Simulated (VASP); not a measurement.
Here is a VASP 6.6.1 calculation.

The input INCAR:

```
ALGO = Normal ; EDIFF = 1E-6
ENCUT = 520 ; GGA = PE
ISIF = 2 ; ISMEAR = 0
IVDW = 12 ; LASPH = T
LCHARG = T ; LELF = T
LREAL = Auto ; LVHAR = T
LWAVE = F ; NBANDS = 42
NELM = 100 ; PREC = Accurate
SIGMA = 0.01
```

KPOINTS

```
k-points
0
Gamma
  4 4 4
```

POSCAR

```
BH8C2N
1.0
    5.7870133317     -0.0064092441     -0.0254850282
    2.4323031355      5.4443017192     -0.0453973886
    0.8838988781      0.6854431260      6.0321391975
B H C N
2 16 4 2
Direct
    0.4878047018      0.8691961815      0.8992772075
    0.5121952982      0.1308038185      0.1007227925
    0.6682402819      0.1431821802      0.5217335098
    0.3317597181      0.8568178198      0.4782664902
    0.8696126838      0.0298058461      0.7443066353
    0.1303873162      0.9701941539      0.2556933647
    0.6885993518      0.3531836957      0.6904027636
    0.3114006482      0.6468163043      0.3095972364
    0.2289913620      0.5179105195      0.7723879288
    0.7710086380      0.4820894805      0.2276120712
    0.0772033171      0.3122810450      0.8814576330
    0.9227966829      0.6877189550      0.1185423670
    0.2120109416      0.3080905930      0.6012751389
    0.7879890584      0.6919094070      0.3987248611
    0.2883292202      0.8592765233      0.8731799031
    0.7116707798      0.1407234767      0.1268200969
    0.6717615787      0.7217271155      0.8041789267
    0.3282384213      0.2782728845      0.1958210733
    0.6889528997      0.1688816147      0.6904117628
    0.3110471003      0.8311183853      0.3095882372
    0.2340873142      0.3321113744      0.7702053789
    0.7659126858      0.6678886256      0.2297946211
    0.4776599179      0.1444857304      0.8435935718
    0.5223400821      0.8555142696      0.1564064282
```

Potentials or basis: VASP PAW PBE potentials, release 64 (B, H, C, N).

Command:

```bash
$ cat potpaw_PBE.64/B/POTCAR potpaw_PBE.64/H/POTCAR potpaw_PBE.64/C/POTCAR potpaw_PBE.64/N/POTCAR > POTCAR
$ mpirun -np 1 vasp_std > vasp.out
```

(1) Predict the dispersion energy per atom.

(2) Estimate the pressure.

(3) Predict the band gap on the k mesh.

(4) Predict the largest force.

## Answers

(1) -0.057 eV.

(2) -0.1 GPa.

(3) 5.39 eV (least direct gap 5.77 eV).

(4) 0.030 eV/Å.
